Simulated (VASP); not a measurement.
**NaMg6Sb: single point with PBE**

The system is NaMg6Sb.

```xyz
8
Lattice="5.3760 0.0000 0.0000 0.0000 3.2391 5.8299 0.0000 -3.2391 5.8299" Properties=species:S:1:pos:R:3 pbc="T T T"
Sb    0.0000    0.0000    7.7623
Mg    2.6880    0.0000    9.7511
Mg    2.6880    0.0000    3.9145
Mg    2.6880   -1.6237    6.7771
Mg    2.6880    1.6237    6.7771
Mg    0.0000   -1.6081    4.8540
Mg    0.0000    1.6081    4.8540
Na    0.0000    0.0000    1.9492
```

```json
{
  "Program": "VASP 6.6.1",
  "Task": "single point",
  "Functional": "PBE",
  "Potentials or basis": "VASP PAW PBE potentials, release 64 (Sb, Mg, Na_pv)",
  "Cutoff": "520 eV",
  "k mesh": "5 × 5 × 5",
  "Occupations": "fermi-dirac, width 0.05 eV",
  "Spin": "no spin polarisation"
}
```

```
Pressure               : -1.9 GPa
Largest force          : 0.137 eV/Å
Band gap on the k mesh : zero (bands 12 and 13 overlap by 0.79 eV)
```

Forces on the atoms (eV/Å):
```
Sb   0.000  0.000 -0.070
Mg   0.000  0.000  0.137
Mg   0.000  0.000  0.034
Mg   0.000 -0.068 -0.073
Mg   0.000  0.068 -0.073
Mg   0.000 -0.004  0.011
Mg   0.000  0.004  0.011
Na   0.000  0.000  0.024
```

Stress tensor (GPa, compression positive):
```
-3.09  0.00  0.00
 0.00 -1.51  0.00
 0.00  0.00 -1.20
```

Levels at points of the mesh, in eV from the Fermi level:
```csv
k point,band 9,band 10,band 11,band 12,band 13,band 14,band 15,band 16
"(0.00, 0.00, 0.00)",-1.98,-1.82,-1.68,-0.87,0.66,1.49,1.75,2.01
```

Run time: 55 s on 1 thread of AMD EPYC 9R45 96-Core Processor (Zen 5) (shared host), peak memory 0.35 GiB.

Caveat: spin-orbit coupling is left out, which moves the levels of the heavy elements.
